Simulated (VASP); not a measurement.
A run of VASP 6.6.1:

Contents of INCAR:

```
SYSTEM = Sc2Al3As3
PREC = Accurate
ENCUT = 600
EDIFF = 1E-6
ISMEAR = 0
SIGMA = 0.2
LREAL = .False.
LASPH = .True.
NELM = 60
ALGO = Normal
ISIF = 3
LWAVE = .False.
LCHARG = .False.
GGA = PE
IBRION = 2
NSW = 36
EDIFFG = -0.08
```

File KPOINTS:

```
regular mesh
0
Gamma
  5 5 2
  0 0 0
```

File POSCAR:

```
Sc2Al3As3
1.0
    3.9000000000      0.0000000000      0.0000000000
   -1.9500000000      3.3774990700      0.0000000000
    0.0000000000      0.0000000000     11.3000000000
Sc Al As
2 3 3
Direct
    0.3333333300      0.6666666700      0.1350000000
    0.6666666700      0.3333333300      0.8650000000
    0.6666666700      0.3333333300      0.6050000000
    0.0000000000      0.0000000000      0.5000000000
    0.3333333300      0.6666666700      0.3950000000
    0.6666666700      0.3333333300      0.2700000000
    0.3333333300      0.6666666700      0.7300000000
    0.0000000000      0.0000000000      0.0000000000
```

Potentials or basis: VASP PAW PBE potentials, release 64 (Sc_sv, Al, As).

Launch:

```bash
$ cat potpaw_PBE.64/Sc_sv/POTCAR potpaw_PBE.64/Al/POTCAR potpaw_PBE.64/As/POTCAR > POTCAR
$ mpirun -np 1 vasp_std > vasp.out
```

Hardware: 1 thread of Oxide Virtual Turin-like Processor (shared host).

Question: How long does it take, and how much memory?

Answer: It took 19 min on 1 thread of Oxide Virtual Turin-like Processor (shared host), peak memory 0.29 GiB. Counts: scf iterations 119, k points 10, ion steps 13.
